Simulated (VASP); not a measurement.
# Si4Mo (Pnnm) in VASP: relaxation of cell and atoms with PBE

Aim: the relaxation of cell and atoms of Si4Mo with PBE.

All numbers are computed with VASP 6.6.1; they aren't measurements. Logs are shortened: lines on timing, memory, paths and dates and some standing lists are left out, and cuts for length are marked.

### Step 1. The cell of the first run

Symmetry: Pnnm, No. 58, orthorhombic system. Conventional cell: a = 5.637 Å, b = 6.523 Å, c = 3.693 Å, α = 90.00°, β = 90.00°, γ = 90.00°. Within 2.8 Å of Si (site symmetry m) lie 4 Si at 2.11 to 2.33 Å and 3 Mo at 2.47 to 2.63 Å. Within 2.8 Å of Si (site symmetry m) lie 5 Si at 2.11 to 2.43 Å and 3 Mo at 2.60 to 2.79 Å. Mo (site symmetry 2/m) has 12 Si at 2.47 to 2.79 Å within 3.3 Å.

The cell was generated, and may not be a known phase.

### Step 2. Relaxation of cell and atoms, PBE

Input file INCAR:

```
SYSTEM = Si4Mo
PREC     = Accurate       ! precision mode
ENCUT    = 600            ! plane-wave cutoff, eV
EDIFF    = 1E-7           ! SCF threshold, eV
ISMEAR   = 0              ! smearing method
SIGMA    = 0.2            ! smearing width, eV
LREAL    = .False.        ! projectors in reciprocal space
LASPH    = .True.         ! aspherical terms in the spheres
NELM     = 100            ! most SCF steps
ALGO     = Normal         ! electronic algorithm
ISIF     = 3              ! what is computed and relaxed
LWAVE    = .False.        ! write WAVECAR
LCHARG   = .False.        ! write CHGCAR
GGA      = PE             ! functional
IBRION   = 2              ! ionic algorithm
NSW      = 36             ! ionic steps
EDIFFG   = -0.08          ! ionic threshold
```

Input file KPOINTS:

```
Automatic mesh
0
Gamma
  3 3 4
  0 0 0
```

Input file POSCAR:

```
Si4Mo
1.0
    5.6373001200      0.0000000000      0.0000000000
    0.0000000000      6.5231686900      0.0000000000
    0.0000000000      0.0000000000      3.6925756500
Si Mo
8 2
Direct
    0.2486999900      0.3123000000      0.0000000000
    0.7513000100      0.6877000000      0.0000000000
    0.7486999900      0.1877000000      0.5000000000
    0.2513000100      0.8123000000      0.5000000000
    0.3411000100      0.1263000100      0.5000000000
    0.6588999900      0.8736999900      0.5000000000
    0.8411000100      0.3736999900      0.0000000000
    0.1588999900      0.6263000100      0.0000000000
    0.0000000000      0.0000000000      0.0000000000
    0.5000000000      0.5000000000      0.5000000000
```

Potentials or basis: VASP PAW PBE potentials, release 64 (Si, Mo_sv).

Started as:

```bash
cat potpaw_PBE.64/Si/POTCAR potpaw_PBE.64/Mo_sv/POTCAR > POTCAR
mpirun -np 1 vasp_std > vasp.out
```

OUTCAR:

```text
SYSTEM = Si4Mo
   PREC = Accurate
   ENCUT = 600
   EDIFF = 1E-7
   ISMEAR = 0
   LREAL = .False.
   LASPH = .True.
   NELM = 100
   ISIF = 3
   GGA = PE
   IBRION = 2
   NSW = 36
   EDIFFG = -0.08

 ion  position               nearest neighbor table
   1  0.249  0.312  0.000-   8 2.11   5 2.27   5 2.27   7 2.33   9 2.47  10 2.63  10 2.63
   2  0.751  0.688  0.000-   7 2.11   6 2.27   6 2.27   8 2.33   9 2.47  10 2.63  10 2.63
   3  0.749  0.188  0.500-   6 2.11   7 2.27   7 2.27   5 2.33  10 2.47   9 2.63   9 2.63
   4  0.251  0.812  0.500-   5 2.11   8 2.27   8 2.27   6 2.33  10 2.47   9 2.63   9 2.63
   5  0.341  0.126  0.500-   4 2.11   1 2.27   1 2.27   3 2.33   6 2.43  10 2.60   9 2.79   9 2.79

   6  0.659  0.874  0.500-   3 2.11   2 2.27   2 2.27   4 2.33   5 2.43  10 2.60   9 2.79   9 2.79

   7  0.841  0.374  0.000-   2 2.11   3 2.27   3 2.27   1 2.33   8 2.43   9 2.60  10 2.79  10 2.79

   8  0.159  0.626  0.000-   1 2.11   4 2.27   4 2.27   2 2.33   7 2.43   9 2.60  10 2.79  10 2.79

   9  0.000  0.000  0.000-   1 2.47   2 2.47   7 2.60   8 2.60   3 2.63   4 2.63   3 2.63   4 2.63
                             5 2.79   6 2.79   5 2.79   6 2.79
  10  0.500  0.500  0.500-   3 2.47   4 2.47   5 2.60   6 2.60   1 2.63   2 2.63   1 2.63   2 2.63
                             7 2.79   8 2.79   7 2.79   8 2.79

  LATTYP: Found a simple orthorhombic cell.
 ALAT       =     3.6925756500
 B/A-ratio  =     1.5266579901
 C/A-ratio  =     1.7665633174

  Lattice vectors:

 A1 = (   0.0000000000,   0.0000000000,   3.6925756500)
 A2 = (   5.6373001200,   0.0000000000,   0.0000000000)
 A3 = (   0.0000000000,   6.5231686900,   0.0000000000)

Analysis of symmetry for initial positions (statically):
=====================================================================
 Subroutine PRICEL returns:
 Original cell was already a primitive cell.

 Routine SETGRP: Setting up the symmetry group for a
 simple orthorhombic supercell.

 Subroutine GETGRP returns: Found  8 space group operations
 (whereof  4 operations were pure point group operations)
 out of a pool of  8 trial point group operations.

The static configuration has the point symmetry C_2h.
 The point group associated with its full space group is D_2h.

Analysis of symmetry for dynamics (positions and initial velocities):
=====================================================================
 Subroutine PRICEL returns:
 Original cell was already a primitive cell.

 Routine SETGRP: Setting up the symmetry group for a
 simple orthorhombic supercell.

 Subroutine GETGRP returns: Found  8 space group operations
 (whereof  4 operations were pure point group operations)
 out of a pool of  8 trial point group operations.

The dynamic configuration has the point symmetry C_2h.
 The point group associated with its full space group is D_2h.

 Subroutine INISYM returns: Found  8 space group operations
 (whereof  4 operations are pure point group operations),
 and found     1 'primitive' translations

----------------------------------------------------------------------------------------

                                     Primitive cell

  volume of cell :     135.7873

  direct lattice vectors                    reciprocal lattice vectors
     5.637300120  0.000000000  0.000000000     0.177389881  0.000000000  0.000000000
     0.000000000  6.523168690  0.000000000     0.000000000  0.153299730  0.000000000
     0.000000000  0.000000000  3.692575650     0.000000000  0.000000000  0.270813680

  length of vectors
     5.637300120  6.523168690  3.692575650     0.177389881  0.153299730  0.270813680

  position of ions in fractional coordinates (direct lattice)
     0.248699990  0.312300000  0.000000000
     0.751300010  0.687700000  0.000000000
     0.748699990  0.187700000  0.500000000
     0.251300010  0.812300000  0.500000000
     0.341100010  0.126300010  0.500000000
     0.658899990  0.873699990  0.500000000
     0.841100010  0.373699990  0.000000000
     0.158899990  0.626300010  0.000000000
     0.000000000  0.000000000  0.000000000
     0.500000000  0.500000000  0.500000000

  ion indices of the primitive-cell ions
   primitive index   ion index
                 1           1
                 2           2
                 3           3
                 4           4
                 5           5
                 6           6
                 7           7
                 8           8
                 9           9
                10          10

----------------------------------------------------------------------------------------

 KPOINTS: Automatic mesh

Automatic generation of k-mesh.
 Grid dimensions read from file:
 generate k-points for:    3    3    4

 Generating k-lattice:

  Cartesian coordinates                     Fractional coordinates (reciprocal lattice)
     0.059129960  0.000000000  0.000000000     0.333333333  0.000000000  0.000000000
     0.000000000  0.051099910  0.000000000     0.000000000  0.333333333  0.000000000
     0.000000000  0.000000000  0.067703420     0.000000000  0.000000000  0.250000000

  Length of vectors
     0.059129960  0.051099910  0.067703420

  Shift w.r.t. Gamma in fractional coordinates (k-lattice)
     0.000000000  0.000000000  0.000000000

 Subroutine IBZKPT returns following result:
 ===========================================

 Found     12 irreducible k-points:

 Following reciprocal coordinates:
            Coordinates               Weight
  0.000000  0.000000  0.000000      1.000000
  0.333333  0.000000  0.000000      2.000000
  0.000000  0.333333  0.000000      2.000000
  0.333333  0.333333  0.000000      4.000000
  0.000000  0.000000  0.250000      2.000000
  0.333333  0.000000  0.250000      4.000000
  0.000000  0.333333  0.250000      4.000000
  0.333333  0.333333  0.250000      8.000000
  0.000000  0.000000  0.500000      1.000000
  0.333333  0.000000  0.500000      2.000000
  0.000000  0.333333  0.500000      2.000000
  0.333333  0.333333  0.500000      4.000000
   k-points           NKPTS =     12   k-points in BZ     NKDIM =     12   number of bands    NBANDS=     36
   number of dos      NEDOS =    301   number of ions     NIONS =     10
   total plane-waves  NPLWV =  77760
   dimension x,y,z NGX =    48 NGY =   54 NGZ =   30
   dimension x,y,z NGXF=    96 NGYF=  108 NGZF=   60
   ions per type =               8   2
   NGX,Y,Z   is equivalent  to a cutoff of  14.16, 13.76, 13.51 a.u.
   NGXF,Y,Z  is equivalent  to a cutoff of  28.31, 27.52, 27.01 a.u.
 SYSTEM =  Si4Mo
   PREC   = accura    normal or accurate (medium, high low for compatibility)
   ISTART =      0    job   : 0-new  1-cont  2-samecut
   ICHARG =      2    charge: 1-file 2-atom 10-const
   ISPIN  =      1    spin polarized calculation?
   LNONCOLLINEAR =      F non collinear calculations
   LSORBIT =      F    spin-orbit coupling
   LASPH  =      T    aspherical Exc in radial PAW
   ENCUT  =  600.0 eV  44.10 Ry    6.64 a.u.  11.26 13.03  7.37*2*pi/ulx,y,z
   NELM   =    100;   NELMIN=  2; NELMDL= -5     # of ELM steps
   EDIFF  = 0.1E-06   stopping-criterion for ELM
   LREAL  =      F    real-space projection
   EDIFFG = -.8E-01   stopping-criterion for IOM
   NSW    =     36    number of steps for IOM
   IBRION =      2    ionic relax: 0-MD 1-quasi-New 2-CG
   NFREE  =      1    steps in history (QN), initial steepest desc. (CG)
   ISIF   =      3    stress and relaxation
   ISYM   =      2    0-nonsym 1-usesym 2-fastsym
   POTIM  = 0.5000    time-step for ionic-motion
   TEBEG  =    0.0;   TEEND  =   0.0 temperature during run
   PSTRESS=    0.0 pullay stress
   NELECT =      60.0000    total number of electrons
   NUPDOWN=      -1.0000    fix difference up-down
   EMIN   =  10.00;   EMAX   =-10.00  energy-range for DOS
   EFERMI =   0.00;   METHOD = LEGACY
   ISMEAR =     0;   SIGMA  =   0.20  broadening in eV -4-tet -1-fermi 0-gaus
   EFERMI_NEDOS =   21; number of points for ismear=-14 and -15
   IALGO  =     38    algorithm
   IMIX   =      4    mixing-type and parameters
     AMIX     =   0.40;   BMIX     =  1.00
     AMIX_MAG =   1.60;   BMIX_MAG =  1.00
  volume/ion in A,a.u.               =      13.58        91.63
  Fermi-wavevector in a.u.,A,eV,Ry     =   1.246921  2.356339 21.154493  1.554811
  Thomas-Fermi vector in A             =   2.381076
   LORBIT       =      0    0 simple, 1 ext, 2 COOP (PROOUT), +10 PAW based schemes
   GGA     = PE    functional components
   LHFCALC =     F    Hartree Fock is set to
   AEXX    =    0.0000 exact exchange contribution
   IVDW    =     0    specifies the selected vdW correction
   LEPSILON=     F    determine dielectric tensor
   LRPA    =     F    only Hartree local field effects (RPA)
 conjugate gradient relaxation of ions
 non-spin polarized calculation
 Gauss-broadening in eV      SIGMA  =   0.20
  energy-cutoff  :      600.00
  volume of cell :      135.79
 maximum number of plane-waves:      4574
 NGX is ok and might be reduce to    48
   NGX = 23   NGY = 27   NGZ = 15

--------------------------------------- Ionic step        1  -------------------------------------------

 number of electron      59.9999998 magnetization

 Free energy of the ion-electron system (eV)
  ---------------------------------------------------
  ext. energy  EPLUGINS =         0.00000000
  ---------------------------------------------------
  free energy    TOTEN  =       -59.22909970 eV

  energy without entropy =      -59.08670376  energy(sigma->0) =      -59.15790173

------------------------ aborting loop because EDIFF is reached ----------------------------------------

  FORCE on cell =-STRESS in cart. coord.  units (eV):
  Direction    XX          YY          ZZ          XY          YZ          ZX
  --------------------------------------------------------------------------------------
  -------------------------------------------------------------------------------------
  Total       19.1142169     41.5604749     18.6289140     -0.0000000      0.0000000      0.0000000
  in kB      225.5318715    490.3790598    219.8057011     -0.0000000      0.0000000      0.0000000
  external PRESSURE =     311.9055441 kB  Pullay stress =       0.0000000 kB
[... 113 lines left out ...]
  FREE ENERGIE OF THE ION-ELECTRON SYSTEM (eV)
  ---------------------------------------------------
  free  energy   TOTEN  =       -61.8167996862 eV

  energy  without entropy=      -61.6655518490  energy(sigma->0) =      -61.74117577

 E-fermi :  10.0507     XC(G=0): -11.2975

 val. band max:        9.9744787068   @ k =   0.3333   0.3333   0.0000
 cond. band min:      10.0601786046   @ k =   0.3333   0.0000   0.0000
 fundamental gap:      0.0856998978
 Fermi energy:        10.0506994782

 k-point     1 :       0.0000    0.0000    0.0000
  band No.  band energies     occupation
      1     -51.0958      2.00000
      2     -51.0957      2.00000
      3     -25.2735      2.00000
      4     -25.2707      2.00000
      5     -25.1911      2.00000
      6     -25.1909      2.00000
[... 457 lines left out ...]
     35      11.3378      0.00000
     36      11.4417      0.00000

[... ionic steps 4 to 28 ...]

--------------------------------------- Ionic step       29  -------------------------------------------

 number of electron      60.0000002 magnetization

------------------------ aborting loop because EDIFF is reached ----------------------------------------
[... 83 lines left out ...]
--------------------------------------- Ionic step       31  -------------------------------------------

 number of electron      59.9999997 magnetization

 Free energy of the ion-electron system (eV)
  ---------------------------------------------------
  ext. energy  EPLUGINS =         0.00000000
  ---------------------------------------------------
  free energy    TOTEN  =       -63.44350562 eV

  energy without entropy =      -63.35691677  energy(sigma->0) =      -63.40021119

 E-fermi :   9.4794     XC(G=0): -11.1234

 val. band max:        9.4672681829   @ k =   0.3333   0.3333   0.0000
 cond. band min:       9.5021657648   @ k =   0.3333   0.0000   0.2500
 fundamental gap:      0.0348975820
 Fermi energy:         9.4794254643

 k-point     1 :       0.0000    0.0000    0.0000
  band No.  band energies     occupation
      1     -51.6383      2.00000
      2     -51.6382      2.00000
      3     -25.8105      2.00000
      4     -25.8081      2.00000
      5     -25.7480      2.00000
      6     -25.7478      2.00000
[... 494 lines left out ...]
  FREE ENERGIE OF THE ION-ELECTRON SYSTEM (eV)
  ---------------------------------------------------
  free  energy   TOTEN  =       -63.4435056156 eV

  energy  without entropy=      -63.3569167684  energy(sigma->0) =      -63.40021119

 reached required accuracy - stopping structural energy minimisation
```

Wall time 51 min (1 thread of Intel Xeon 8259CL, shared host); peak memory 0.31 GiB.

Results:

```yaml
Free_energy: -63.4435 eV
Relaxed_volume: 15.93 Å³/atom
Relaxed_cell: a = 5.618 Å, b = 8.347 Å, c = 3.398 Å, α = 90.00°, β = 90.00°, γ = 90.00°
Space_group_after_relaxing_to_0.1_Å: Immm (No. 71)
Energy_gained_by_relaxing: 421.4 meV/atom
Ionic_steps: 31
Pressure_after_relaxing: -0.5 GPa
Largest_force_after_relaxing: 0.035 eV/Å
Band_gap_on_the_k_mesh: zero (bands 30 and 31 overlap by 0.11 eV)
```

Forces on the atoms (eV/Å):
```
Si   0.026  0.023  0.000
Si  -0.026 -0.023  0.000
Si   0.026 -0.023  0.000
Si  -0.026  0.023  0.000
Si   0.027  0.022  0.000
Si  -0.027 -0.022  0.000
Si   0.027 -0.022  0.000
Si  -0.027  0.022  0.000
Mo   0.000  0.000  0.000
Mo   0.000  0.000  0.000
```

Stress tensor (GPa, compression positive):
```
-0.58  0.00  0.00
 0.00 -0.44  0.00
 0.00  0.00 -0.60
```

The path:
| step | energy change (eV) | largest force (eV/Å) | pressure (GPa) | volume (Å³) |
| --- | --- | --- | --- | --- |
| 1 | 0.0000 | 2.1851 | 31.19 | 135.79 |
| 2 | -0.4707 | 0.8263 | -15.45 | 194.05 |
| 3 | -2.5877 | 0.4778 | -1.77 | 161.27 |
| 4 | -2.5905 | 0.4712 | -1.26 | 160.61 |
| 5 | -2.5910 | 0.4667 | -0.86 | 160.09 |
| 6 | -2.7797 | 0.3568 | -0.60 | 158.87 |
| 7 | -3.2954 | 0.4002 | 1.91 | 154.65 |
| 8 | -1.7833 | 2.2279 | 15.95 | 143.94 |
| 9 | -3.3816 | 0.4169 | 3.54 | 152.87 |
| 10 | -3.4812 | 0.4312 | 2.12 | 154.37 |
| 11 | -3.5311 | 0.4883 | 0.12 | 156.77 |
| 12 | -3.6193 | 0.5591 | -0.45 | 157.36 |
| 13 | -3.6982 | 0.8520 | -1.42 | 158.52 |
| 14 | -3.7900 | 0.7092 | -0.44 | 157.22 |
| 15 | -3.8932 | 0.2645 | 2.20 | 153.92 |
| 16 | -3.9444 | 0.5192 | -0.10 | 156.67 |
| 17 | -3.9457 | 0.5664 | -0.50 | 157.17 |
| 18 | -3.9977 | 0.3707 | -0.82 | 157.79 |
| 19 | -4.0506 | 0.3647 | -1.46 | 159.24 |
| 20 | -4.0858 | 0.2715 | 0.19 | 157.60 |
| 21 | -4.0895 | 0.2393 | 0.95 | 156.88 |
| 22 | -4.1146 | 0.1714 | 0.67 | 157.38 |
| 23 | -4.1548 | 0.3191 | -0.19 | 158.86 |
| 24 | -4.1791 | 0.1879 | -0.40 | 159.09 |
| 25 | -4.1835 | 0.1689 | -0.53 | 159.24 |
| 26 | -4.1941 | 0.1132 | -0.03 | 158.68 |
| 27 | -4.1998 | 0.1725 | 0.64 | 157.94 |
| 28 | -4.2090 | 0.1687 | 0.15 | 158.57 |
| 29 | -4.2092 | 0.1788 | 0.08 | 158.66 |
| 30 | -4.2138 | 0.0869 | -0.32 | 159.09 |
| 31 | -4.2144 | 0.0351 | -0.54 | 159.34 |

Final structure:
```
Si Mo
1.0
     5.61774    0.00000    0.00000
     0.00000    8.34693    0.00000
     0.00000    0.00000    3.39806
Si Mo
8 2
Cartesian
  1.1432 2.8878 0.0000
  4.4745 5.4591 0.0000
  3.9521 1.2857 1.6990
  1.6656 7.0613 1.6990
  1.6434 1.2690 1.6990
  3.9744 7.0779 1.6990
  4.4522 2.9045 0.0000
  1.1655 5.4425 0.0000
  0.0000 0.0000 0.0000
  2.8089 4.1735 1.6990
```

Caveat: the k points lie up to 0.46 Å⁻¹ apart in the final cell; the volume moved by over 15 % at a fixed basis, so the end points are rough; the relaxation stopped at a loose force limit of 0.08 eV/Å, so its end isn't a converged minimum.

The gap in the log of VASP goes by the Fermi energy; the results here count the filled bands.